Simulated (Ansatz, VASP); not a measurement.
Si2Mo, level by level in two programs

```xyz
3
Lattice="-1.6314 1.6314 4.0076 1.6314 -1.6314 4.0076 1.6314 1.6314 -4.0076" Properties=species:S:1:pos:R:3 pbc="T T T"
Mo    0.0000    0.0000    0.0000
Si    0.0000    0.0000    5.3461
Si    0.0000    0.0000    2.6691
```

Single points on this cell with VASP 6.6.1 and Ansatz 0.2.0. Each row is one pair of runs. Alike in all rows: spin: off; k mesh: 12 × 12 × 12; smearing: fermi-dirac, width 0.05 eV; VASP's potentials, cutoff: VASP PAW PBE potentials, release 64 (Mo_sv, Si), 520 eV.

| level | Ansatz's potentials, cutoff | gap on the k mesh at the Fermi level (eV), VASP | gap on the k mesh at the Fermi level (eV), Ansatz | pressure (GPa), VASP | pressure (GPa), Ansatz | rms of the force components (eV/Å), VASP | rms of the force components (eV/Å), Ansatz |
| --- | --- | --- | --- | --- | --- | --- | --- |
| PBE+D3(BJ) | Ansatz PAW, 420 eV | none | none | -15.1 | -15.3 | 0.171 | 0.172 |
| PBEsol+D4 | Ansatz PAW, 420 eV | none | none | -16.4 | -16.7 | 0.192 | 0.193 |
| r2SCAN | Ansatz PAW, 500 eV | none | none | -12.2 | -12.5 | 0.211 | 0.214 |

Pressure (GPa): the two programs differ by at most 0.3; rms of the force components (eV/Å): the two programs differ by at most 0.0032.

A gap of «none» marks a metal or a gap that the smearing closes.
